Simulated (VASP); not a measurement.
# LiCl (I4/mmm) in VASP: notebook, part 2 of 2

VASP 6.6.1. Earlier steps stand in the parts before.

### Step 3. Single point, r2SCAN (strain -0.015 along x and y, +0.000 along z)

POSCAR reads:

```
LiCl
1.0
    0.0000000000      2.5262886000      2.5647600000
    2.5262886000      0.0000000000      2.5647600000
    2.5262886000      2.5262886000      0.0000000000
Li Cl
1 1
Direct
    0.0000000000      0.0000000000      0.0000000000
    0.5000000000      0.5000000000      0.5000000000
```

INCAR.step1 reads:

```
PREC     = Accurate       # precision mode
ENCUT    = 520            # plane-wave cutoff, eV
ISMEAR   = 0              # smearing method
SIGMA    = 0.05           # smearing width, eV
LREAL    = False          # projectors in reciprocal space
LASPH    = True           # aspherical terms in the spheres
NELM     = 80             # most SCF steps
NBANDS   = 12             # bands
GGA      = PE             # functional
ALGO     = Normal         # electronic algorithm
EDIFF    = 1E-4           # SCF threshold, eV
LWAVE    = True           # write WAVECAR
LCHARG   = False          # write CHGCAR
```

INCAR.step2 reads:

```
PREC     = Accurate       # precision mode
ENCUT    = 520            # plane-wave cutoff, eV
EDIFF    = 1E-6           # SCF threshold, eV
ISMEAR   = 0              # smearing method
SIGMA    = 0.05           # smearing width, eV
LREAL    = False          # projectors in reciprocal space
LASPH    = True           # aspherical terms in the spheres
NELM     = 80             # most SCF steps
ALGO     = Normal         # electronic algorithm
ISIF     = 2              # what is computed and relaxed
LWAVE    = False          # write WAVECAR
LCHARG   = False          # write CHGCAR
METAGGA  = R2SCAN         # meta-GGA
LMIXTAU  = True         
NBANDS   = 12             # bands
ISTART   = 1
```

KPOINTS reads:

```
regular mesh
0
Gamma
  8 8 8
```

Potentials or basis: VASP PAW PBE potentials, release 64 (Li_sv, Cl).

On the command line:

```sh
$ cat potpaw_PBE.64/Li_sv/POTCAR potpaw_PBE.64/Cl/POTCAR > POTCAR
$ cp INCAR.step1 INCAR
$ mpirun -np 1 vasp_std > vasp.out
$ cp INCAR.step2 INCAR
$ mpirun -np 1 vasp_std > vasp.out
```

OUTCAR:

```text
PREC = Accurate
   ENCUT = 520
   EDIFF = 1E-6
   ISMEAR = 0
   LREAL = False
   LASPH = True
   NELM = 80
   ISIF = 2
   METAGGA = R2SCAN
   ISTART = 1

 ion  position               nearest neighbor table
   1  0.000  0.000  0.000-   2 2.53   2 2.53   2 2.53   2 2.53   2 2.56   2 2.56
   2  0.500  0.500  0.500-   1 2.53   1 2.53   1 2.53   1 2.53   1 2.56   1 2.56

  LATTYP: Found a body centered tetragonal cell.
 ALAT       =     3.5727116006
 C/A-ratio  =     1.4357498095

  Lattice vectors:

 A1 = (  -2.5262886000,   0.0000000000,   2.5647600000)
 A2 = (   2.5262886000,   0.0000000000,   2.5647600000)
 A3 = (   0.0000000000,   2.5262886000,  -2.5647600000)

Analysis of symmetry for initial positions (statically):
=====================================================================
 Subroutine PRICEL returns:
 Original cell was already a primitive cell.

 Routine SETGRP: Setting up the symmetry group for a
 body centered tetragonal supercell.

 Subroutine GETGRP returns: Found 16 space group operations
 (whereof 16 operations were pure point group operations)
 out of a pool of 16 trial point group operations.

The static configuration has the point symmetry D_4h.

Analysis of symmetry for dynamics (positions and initial velocities):
=====================================================================
 Subroutine PRICEL returns:
 Original cell was already a primitive cell.

 Routine SETGRP: Setting up the symmetry group for a
 body centered tetragonal supercell.

 Subroutine GETGRP returns: Found 16 space group operations
 (whereof 16 operations were pure point group operations)
 out of a pool of 16 trial point group operations.

The dynamic configuration has the point symmetry D_4h.

 Subroutine INISYM returns: Found 16 space group operations
 (whereof 16 operations are pure point group operations),
 and found     1 'primitive' translations

----------------------------------------------------------------------------------------
[... 121 lines left out ...]
   IVDW    =     0    specifies the selected vdW correction
   LEPSILON=     F    determine dielectric tensor
   LRPA    =     F    only Hartree local field effects (RPA)
 non-spin polarized calculation
 Gauss-broadening in eV      SIGMA  =   0.05
  energy-cutoff  :      520.00
  volume of cell :       32.74
 maximum number of plane-waves:       899
   NGX = 13   NGY = 13   NGZ = 13

 number of electron       9.9999998 magnetization

 Free energy of the ion-electron system (eV)
  ---------------------------------------------------
  ext. energy  EPLUGINS =         0.00000000
  ---------------------------------------------------
  free energy    TOTEN  =       -12.58745381 eV

  energy without entropy =      -12.58745381  energy(sigma->0) =      -12.58745381

 E-fermi :   0.8170     XC(G=0):  -9.3030

 val. band max:        0.4487521349   @ k =   0.0000   0.0000   0.0000
 cond. band min:       7.9171781510   @ k =   0.0000   0.0000   0.0000
 fundamental gap:      7.4684260160
 Fermi energy:         0.8170285664

 k-point     1 :       0.0000    0.0000    0.0000
  band No.  band energies     occupation
      1     -44.3504      2.00000
      2     -13.6727      2.00000
      3       0.4078      2.00000
      4       0.4078      2.00000
      5       0.4488      2.00000
      6       7.9172      0.00000
      7      13.0193      0.00000
      8      13.1533      0.00000
      9      13.1533      0.00000
     10      15.7613      0.00000
     11      16.0012      0.00000
     12      16.2529      0.00000
[... 331 lines left out ...]
 k-point    24 :       0.3750    0.0000    0.1250
  band No.  band energies     occupation
      1     -44.3477      2.00000
      2     -13.1595      2.00000
      3      -1.8865      2.00000
      4      -0.0659      2.00000
      5      -0.0529      2.00000
      6       9.0024      0.00000
      7      10.8814      0.00000
      8      11.9637      0.00000
      9      12.5655      0.00000
     10      15.8018      0.00000
     11      17.7690      0.00000
     12      18.8856      0.00000

 [... further k-points ...]

------------------------ aborting loop because EDIFF is reached ----------------------------------------

  FORCE on cell =-STRESS in cart. coord.  units (eV):
  Direction    XX          YY          ZZ          XY          YZ          ZX
  --------------------------------------------------------------------------------------
  -------------------------------------------------------------------------------------
  Total        0.0953669      0.0953669     -0.0396239      0.0000000     -0.0000000      0.0000000
  in kB        4.6672990      4.6672990     -1.9392106      0.0000000     -0.0000000      0.0000000
  external PRESSURE =       2.4651291 kB  Pullay stress =       0.0000000 kB

 VOLUME and BASIS-vectors are now :
 -----------------------------------------------------------------------------
  energy-cutoff  :      520.00
  volume of cell :       32.74
      direct lattice vectors                 reciprocal lattice vectors
     0.000000000  2.526288600  2.564760000    -0.197918797  0.197918797  0.194950015
     2.526288600  0.000000000  2.564760000     0.197918797 -0.197918797  0.194950015
     2.526288600  2.526288600  0.000000000     0.197918797  0.197918797 -0.194950015

 POSITION                                       TOTAL-FORCE (eV/Angst)
 -----------------------------------------------------------------------------------
      0.00000      0.00000      0.00000        -0.000000      0.000000      0.000000
      2.52629      2.52629      2.56476         0.000000     -0.000000      0.000000
 -----------------------------------------------------------------------------------
    total drift:                                0.000000      0.000000      0.000000

  FREE ENERGIE OF THE ION-ELECTRON SYSTEM (eV)
  ---------------------------------------------------
  free  energy   TOTEN  =       -12.5874538138 eV

  energy  without entropy=      -12.5874538138  energy(sigma->0) =      -12.58745381
```

Run time: 80 s. Hardware: 1 thread of AMD EPYC 7R13 (Zen 3), shared host; peak memory 0.13 GiB.

Results:

```yaml
Free_energy: -12.5875 eV
Band_gap_on_the_k_mesh: 7.47 eV
```

Caveat: the cell differs from its parent crystal (strain -0.015 along x and y, +0.000 along z); the cutoff is under 1.25 times the usual one of these potentials, so pressure, stress and relaxed cells hold a basis-set (Pulay) error; the PAW data sets were made with another functional, which shifts forces and pressure a little. A k mesh can miss the band edges.

### Step 4. Single point, r2SCAN (strain +0.000 along x and y, -0.015 along z)

POSCAR reads:

```
LiCl
1.0
    0.0000000000      2.5647600000      2.5262886000
    2.5647600000      0.0000000000      2.5262886000
    2.5647600000      2.5647600000      0.0000000000
Li Cl
1 1
Direct
    0.0000000000      0.0000000000      0.0000000000
    0.5000000000      0.5000000000      0.5000000000
```

INCAR.step1 reads:

```
PREC = Accurate
ENCUT = 520
ISMEAR = 0
SIGMA = 0.05
LREAL = F
LASPH = T
NELM = 80
NBANDS = 12
GGA = PE
ALGO = Normal
EDIFF = 1E-4
LWAVE = T
LCHARG = F
```

INCAR.step2 reads:

```
PREC = Accurate
ENCUT = 520
EDIFF = 1E-6
ISMEAR = 0
SIGMA = 0.05
LREAL = F
LASPH = T
NELM = 80
ALGO = Normal
ISIF = 2
LWAVE = F
LCHARG = F
METAGGA = R2SCAN
LMIXTAU = T
NBANDS = 12
ISTART = 1
```

KPOINTS reads:

```
Automatic mesh
0
Gamma
  8 8 8
```

Potentials or basis: VASP PAW PBE potentials, release 64 (Li_sv, Cl).

On the command line:

```sh
$ cat potpaw_PBE.64/Li_sv/POTCAR potpaw_PBE.64/Cl/POTCAR > POTCAR
$ cp INCAR.step1 INCAR
$ mpirun -np 1 vasp_std > vasp.out
$ cp INCAR.step2 INCAR
$ mpirun -np 1 vasp_std > vasp.out
```

OUTCAR:

```text
PREC = Accurate
   ENCUT = 520
   EDIFF = 1E-6
   ISMEAR = 0
   LREAL = F
   LASPH = T
   NELM = 80
   ISIF = 2
   METAGGA = R2SCAN
   ISTART = 1

 ion  position               nearest neighbor table
   1  0.000  0.000  0.000-   2 2.53   2 2.53   2 2.56   2 2.56   2 2.56   2 2.56
   2  0.500  0.500  0.500-   1 2.53   1 2.53   1 2.56   1 2.56   1 2.56   1 2.56

  LATTYP: Found a body centered tetragonal cell.
 ALAT       =     3.6271183762
 C/A-ratio  =     1.3930003589

  Lattice vectors:

 A1 = (   0.0000000000,  -2.5647600000,  -2.5262886000)
 A2 = (   0.0000000000,   2.5647600000,  -2.5262886000)
 A3 = (   2.5647600000,   0.0000000000,   2.5262886000)

Analysis of symmetry for initial positions (statically):
=====================================================================
 Subroutine PRICEL returns:
 Original cell was already a primitive cell.

 Routine SETGRP: Setting up the symmetry group for a
 body centered tetragonal supercell.

 Subroutine GETGRP returns: Found 16 space group operations
 (whereof 16 operations were pure point group operations)
 out of a pool of 16 trial point group operations.

The static configuration has the point symmetry D_4h.

Analysis of symmetry for dynamics (positions and initial velocities):
=====================================================================
 Subroutine PRICEL returns:
 Original cell was already a primitive cell.

 Routine SETGRP: Setting up the symmetry group for a
 body centered tetragonal supercell.

 Subroutine GETGRP returns: Found 16 space group operations
 (whereof 16 operations were pure point group operations)
 out of a pool of 16 trial point group operations.

The dynamic configuration has the point symmetry D_4h.

 Subroutine INISYM returns: Found 16 space group operations
 (whereof 16 operations are pure point group operations),
 and found     1 'primitive' translations

[... 119 lines left out ...]
   METAGGA = R2SCAN    functional components
   LHFCALC =     F    Hartree Fock is set to
   AEXX    =    0.0000 exact exchange contribution
   IVDW    =     0    specifies the selected vdW correction
   LEPSILON=     F    determine dielectric tensor
   LRPA    =     F    only Hartree local field effects (RPA)
 non-spin polarized calculation
 Gauss-broadening in eV      SIGMA  =   0.05
  energy-cutoff  :      520.00
  volume of cell :       33.24
 maximum number of plane-waves:       910
   NGX = 13   NGY = 13   NGZ = 13

 number of electron      10.0000002 magnetization

 Free energy of the ion-electron system (eV)
  ---------------------------------------------------
  ext. energy  EPLUGINS =         0.00000000
  ---------------------------------------------------
  free energy    TOTEN  =       -12.58771201 eV

  energy without entropy =      -12.58771201  energy(sigma->0) =      -12.58771201

 E-fermi :   0.6973     XC(G=0):  -9.2330

 val. band max:        0.3182149442   @ k =   0.0000   0.0000   0.0000
 cond. band min:       7.6968599285   @ k =   0.0000   0.0000   0.0000
 fundamental gap:      7.3786449843
 Fermi energy:         0.6972579154

 k-point     1 :       0.0000    0.0000    0.0000
  band No.  band energies     occupation
      1     -44.4876      2.00000
      2     -13.7348      2.00000
      3       0.2739      2.00000
      4       0.3182      2.00000
      5       0.3182      2.00000
      6       7.6969      0.00000
      7      12.9358      0.00000
      8      12.9358      0.00000
      9      13.0678      0.00000
     10      15.6059      0.00000
     11      15.8421      0.00000
     12      16.1479      0.00000
[... 331 lines left out ...]
 k-point    24 :       0.3750   -0.0000    0.1250
  band No.  band energies     occupation
      1     -44.4853      2.00000
      2     -13.2423      2.00000
      3      -1.9463      2.00000
      4      -0.1880      2.00000
      5      -0.1435      2.00000
      6       8.8491      0.00000
      7      10.6950      0.00000
      8      11.9033      0.00000
      9      12.3991      0.00000
     10      15.6433      0.00000
     11      17.5364      0.00000
     12      18.5883      0.00000

 [... further k-points ...]

------------------------ aborting loop because EDIFF is reached ----------------------------------------

  FORCE on cell =-STRESS in cart. coord.  units (eV):
  Direction    XX          YY          ZZ          XY          YZ          ZX
  --------------------------------------------------------------------------------------
  -------------------------------------------------------------------------------------
  Total       -0.1069852     -0.1069852      0.0269586      0.0000000      0.0000000      0.0000000
  in kB       -5.1573666     -5.1573666      1.2995770      0.0000000      0.0000000      0.0000000
  external PRESSURE =      -3.0050521 kB  Pullay stress =       0.0000000 kB

 VOLUME and BASIS-vectors are now :
 -----------------------------------------------------------------------------
  energy-cutoff  :      520.00
  volume of cell :       33.24
      direct lattice vectors                 reciprocal lattice vectors
     0.000000000  2.564760000  2.526288600    -0.194950015  0.194950015  0.197918797
     2.564760000  0.000000000  2.526288600     0.194950015 -0.194950015  0.197918797
     2.564760000  2.564760000  0.000000000     0.194950015  0.194950015 -0.197918797

 POSITION                                       TOTAL-FORCE (eV/Angst)
 -----------------------------------------------------------------------------------
      0.00000      0.00000      0.00000        -0.000000     -0.000000     -0.000000
      2.56476      2.56476      2.52629         0.000000      0.000000      0.000000
 -----------------------------------------------------------------------------------
    total drift:                                0.000000      0.000000      0.000000

  FREE ENERGIE OF THE ION-ELECTRON SYSTEM (eV)
  ---------------------------------------------------
  free  energy   TOTEN  =       -12.5877120140 eV

  energy  without entropy=      -12.5877120140  energy(sigma->0) =      -12.58771201
```

OUTCAR.step1:

```text
PREC = Accurate
   ENCUT = 520
   ISMEAR = 0
   LREAL = F
   LASPH = T
[... 581 lines left out ...]
 -----------------------------------------------------------------------------------
      0.00000      0.00000      0.00000        -0.000000     -0.000000      0.000000
      2.56476      2.56476      2.52629         0.000000      0.000000      0.000000
 -----------------------------------------------------------------------------------
    total drift:                                0.000000      0.000000      0.000000

  FREE ENERGIE OF THE ION-ELECTRON SYSTEM (eV)
  ---------------------------------------------------
  free  energy   TOTEN  =        -7.3831105330 eV

  energy  without entropy=       -7.3831105330  energy(sigma->0) =       -7.38311053
```

Run time: 84 s. Hardware: 1 thread of AMD EPYC 7R13 (Zen 3), shared host; peak memory 0.14 GiB.

Results:

```yaml
Free_energy: -12.5877 eV
Band_gap_on_the_k_mesh: 7.38 eV
```

Caveat: the cell differs from its parent crystal (strain +0.000 along x and y, -0.015 along z); the cutoff is under 1.25 times the usual one of these potentials, so pressure, stress and relaxed cells hold a basis-set (Pulay) error; the PAW data sets were made with another functional, which shifts forces and pressure a little. A k mesh can miss the band edges.

### Step 5. Overview

```tsv
cell	gap on the mesh (eV)
a = 3.573, b = 3.573, c = 3.627 Å, angles 59.5, 59.5, 61.0°, 2 atoms	7.47
a = 3.600, b = 3.600, c = 3.573 Å, angles 60.3, 60.3, 59.5°, 2 atoms	7.47
a = 3.600, b = 3.600, c = 3.627 Å, angles 59.8, 59.8, 60.5°, 2 atoms	7.38
```

Alike in all rows: task single point; level r2SCAN; potentials or basis VASP PAW PBE potentials, release 64 (Li_sv, Cl); no spin polarisation; k mesh 8 × 8 × 8; cutoff (eV) 520; smearing gaussian 0.05 eV.

Caveats: the cutoff is under 1.25 times the usual one of these potentials, so pressure, stress and relaxed cells hold a basis-set (Pulay) error; the PAW data sets were made with another functional, which shifts forces and pressure a little.

Absolute energies hang on the potentials; compare differences alone.
